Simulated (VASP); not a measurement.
# HfH2 (I4/mmm) in VASP: a series of runs, part 2 of 2

VASP 6.6.1. Earlier steps stand in the parts before.

## (5) Single point, PBEsol (volume scaled by 1.03, then relaxed in part)

INCAR

```
SYSTEM = HfH2
PREC = Accurate
ENCUT = 520
EDIFF = 1E-7
ISMEAR = 0
SIGMA = 0.1
LREAL = .False.
LASPH = .True.
NELM = 80
ALGO = Normal
ISIF = 2
LWAVE = .False.
LCHARG = .False.
GGA = PS
NBANDS = 13
```

KPOINTS

```
regular mesh
0
Gamma
  16 16 16
  0 0 0
```

POSCAR

```
HfH2
1.0
   -1.7445792791      1.7445792791      2.1513762215
    1.7445792791     -1.7445792791      2.1513762215
    1.7445792791      1.7445792791     -2.1513762215
Hf H
1 2
Direct
    0.0000000000      0.0000000000      0.0000000000
    0.7500000000      0.2500000000      0.5000000000
    0.2500000000      0.7500000000      0.5000000000
```

Potentials or basis: VASP PAW PBE potentials, release 64 (Hf_pv, H).

Command:

```
> cat potpaw_PBE.64/Hf_pv/POTCAR potpaw_PBE.64/H/POTCAR > POTCAR
> mpirun -np 1 vasp_std > vasp.out
```

OUTCAR:

```text
SYSTEM = HfH2
   PREC = Accurate
   ENCUT = 520
   EDIFF = 1E-7
   ISMEAR = 0
   LREAL = .False.
   LASPH = .True.
   NELM = 80
   ISIF = 2
   GGA = PS

 ion  position               nearest neighbor table
   1  0.000  0.000  0.000-   2 2.05   3 2.05   2 2.05   3 2.05   2 2.05   3 2.05   2 2.05   3 2.05

   2  0.750  0.250  0.500-   1 2.05   1 2.05   1 2.05   1 2.05
   3  0.250  0.750  0.500-   1 2.05   1 2.05   1 2.05   1 2.05

  LATTYP: Found a body centered tetragonal cell.
 ALAT       =     3.4891585582
 C/A-ratio  =     1.2331776763

  Lattice vectors:

[... 567 lines left out ...]
     11      15.9943      0.00000
     12      17.1521      0.00000
     13      17.7384      0.00000

 [... further k-points ...]
[... 5 lines left out ...]
  --------------------------------------------------------------------------------------
  -------------------------------------------------------------------------------------
  Total       -0.8140597     -0.8140597     -0.8091680      0.0000000     -0.0000000     -0.0000000
  in kB      -49.7976717    -49.7976717    -49.4984395      0.0000000     -0.0000000     -0.0000000
  external PRESSURE =     -49.6979277 kB  Pullay stress =       0.0000000 kB

 VOLUME and BASIS-vectors are now :
 -----------------------------------------------------------------------------
  energy-cutoff  :      520.00
  volume of cell :       26.19
      direct lattice vectors                 reciprocal lattice vectors
    -1.744579279  1.744579279  2.151376222     0.000000000  0.286602051  0.232409374
     1.744579279 -1.744579279  2.151376222     0.286602051  0.000000000  0.232409374
     1.744579279  1.744579279 -2.151376222     0.286602051  0.286602051  0.000000000

 POSITION                                       TOTAL-FORCE (eV/Angst)
 -----------------------------------------------------------------------------------
      0.00000      0.00000      0.00000        -0.000000      0.000000     -0.000000
     -0.00000      1.74458      1.07569        -0.000000      0.000000     -0.000000
      1.74458     -0.00000      1.07569         0.000000     -0.000000      0.000000
 -----------------------------------------------------------------------------------
    total drift:                               -0.000000      0.000000      0.000000

  FREE ENERGIE OF THE ION-ELECTRON SYSTEM (eV)
  ---------------------------------------------------
  free  energy   TOTEN  =       -18.7778881236 eV

  energy  without entropy=      -18.7754061600  energy(sigma->0) =      -18.77664714
```

OSZICAR:

```text
N       E                     dE             d eps       ncg     rms          rms(c)
DAV:   1     0.149470270430E+02    0.14947E+02   -0.64500E+03  9098   0.858E+02
DAV:   2    -0.190681491321E+02   -0.34015E+02   -0.32707E+02 11282   0.179E+02
DAV:   3    -0.199102586525E+02   -0.84211E+00   -0.83894E+00 11317   0.198E+01
DAV:   4    -0.199136261707E+02   -0.33675E-02   -0.33672E-02 10281   0.154E+00
DAV:   5    -0.199136471420E+02   -0.20971E-04   -0.20971E-04 11307   0.105E-01    0.474E+01
DAV:   6    -0.189892309134E+02    0.92442E+00   -0.60472E-01  9834   0.607E+00    0.301E+01
DAV:   7    -0.188181846754E+02    0.17105E+00   -0.82446E-01 10304   0.686E+00    0.517E+00
DAV:   8    -0.187802937653E+02    0.37891E-01   -0.15478E-01  9504   0.316E+00    0.232E+00
DAV:   9    -0.187779349937E+02    0.23588E-02   -0.80890E-03 10534   0.768E-01    0.543E-01
DAV:  10    -0.187778852284E+02    0.49765E-04   -0.86870E-04 11109   0.219E-01    0.179E-01
DAV:  11    -0.187778883292E+02   -0.31007E-05   -0.15574E-05 10971   0.344E-02    0.647E-02
DAV:  12    -0.187778882246E+02    0.10458E-06   -0.35989E-07 11004   0.473E-03    0.400E-02
DAV:  13    -0.187778881274E+02    0.97187E-07   -0.11085E-06 10354   0.839E-03    0.746E-04
DAV:  14    -0.187778881236E+02    0.38102E-08   -0.27726E-08  5950   0.152E-03
   1 F= -.18777888E+02 E0= -.18776647E+02  d E =-.248196E-02
```

stdout:

```text
POSCAR found type information on POSCAR HfH
 POSCAR found :  2 types and       3 ions
 scaLAPACK will be used
 -----------------------------------------------------------------------------
|                                                                             |
|                                                                             |
|     You enforced a specific xc type in the INCAR file but a different       |
|     I HOPE YOU KNOW WHAT YOU ARE DOING!                                     |
|                                                                             |
 -----------------------------------------------------------------------------

 LDA part: xc-table for (Slater+PW92), standard interpolation
 POSCAR, INCAR and KPOINTS ok, starting setup
 FFT: planning ... GRIDC
 FFT: planning ... GRID_SOFT
 FFT: planning ... GRID
 WAVECAR not read
 entering main loop
```

It took 34 s on 1 thread of Intel Xeon 6975P-C (Granite Rapids), shared host; peak memory 0.24 GiB.

Results:

```
Free energy            : -18.7779 eV
Pressure               : -5.0 GPa
Band gap on the k mesh : zero (band 6 reaches 5.97 eV, above the bottom of band 7 at 4.79 eV)
```

Levels at points of the mesh, in eV from the Fermi level:
```csv
k point,band 2,band 3,band 4,band 5,band 6,band 7,band 8,band 9,band 10,band 11
"(0.00, 0.00, 0.00)",-30.92,-30.86,-11.31,-1.20,-0.49,-0.49,0.40,1.74,3.20,11.56
"(0.50, 0.00, 0.00)",-31.04,-30.91,-8.40,-5.19,-0.91,0.66,3.71,4.55,4.91,6.38
"(0.50, 0.50, 0.00)",-31.07,-31.01,-6.55,-5.80,-4.19,3.85,4.06,5.35,6.38,7.14
"(0.50, 0.50, 0.50)",-31.19,-31.19,-7.78,-4.19,-3.82,4.60,4.70,4.70,5.46,5.46
```

Caveat: the PAW data sets were made with another functional, which shifts forces and pressure a little; spin-orbit coupling is left out, which moves the levels of the heavy elements.

## (6) The runs side by side

```csv
cell,gap on the mesh (eV),pressure (GPa)
"a = 3.167 Å, angles 114.7, 114.7, 99.5°, 3 atoms",none,9.9
"a = 3.203 Å, angles 115.0, 115.0, 98.8°, 3 atoms",none,4.3
"a = 3.239 Å, angles 115.3, 115.3, 98.3°, 3 atoms",none,-0.6
"a = 3.273 Å, angles 115.6, 115.6, 97.8°, 3 atoms",none,-5.0
```

Alike in all rows: task single point; level PBEsol; potentials or basis VASP PAW PBE potentials, release 64 (Hf_pv, H); no spin polarisation; k mesh 16 × 16 × 16; cutoff (eV) 520; smearing gaussian 0.1 eV.

Caveats: the PAW data sets were made with another functional, which shifts forces and pressure a little; spin-orbit coupling is left out, which moves the levels of the heavy elements.

Absolute energies hang on the potentials; compare differences alone.
